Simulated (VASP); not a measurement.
CsH, 2 atoms in the cell. It takes space group Fm-3m (No. 225, cubic). The conventional cell has a = 6.501 Å, b = 6.501 Å, c = 6.501 Å, α = 90.00°, β = 90.00°, γ = 90.00°. Cs (site symmetry m-3m) has 6 H at 3.25 Å within 4.3 Å. Within 4.3 Å of H (site symmetry m-3m) lie 6 Cs at 3.25 Å. 

```yaml
Program: VASP 6.6.1
Task: single point
Functional: r2SCAN
Potentials_or_basis: VASP PAW PBE potentials, release 64 (Cs_sv, H)
Cutoff: 520 eV
k_mesh: 8 × 8 × 8
Occupations: fermi-dirac, width 0.02 eV
Spin: no spin polarisation
Dipole_correction: no
Further_INCAR_settings: ALGO = Normal; EDIFF = 1e-06; NBANDS = 12
```

Potentials or basis: VASP PAW PBE potentials, release 64 (Cs_sv, H).

Run with:

```console
$ cat potpaw_PBE.64/Cs_sv/POTCAR potpaw_PBE.64/H/POTCAR > POTCAR
$ cp INCAR.step1 INCAR
$ mpirun -np 1 vasp_std > vasp.out
$ cp INCAR.step2 INCAR
$ mpirun -np 1 vasp_std > vasp.out
```

Hardware: 1 thread of Intel(R) Xeon(R) Platinum 8259CL CPU @ 2.50GHz (Skylake/Cascade Lake) (shared host).

Q: Estimate the wall time of this run.

A: It took 85 s on 1 thread of Intel(R) Xeon(R) Platinum 8259CL CPU @ 2.50GHz (Skylake/Cascade Lake), on a shared host, peak memory 0.22 GiB. Counts: k points 29.
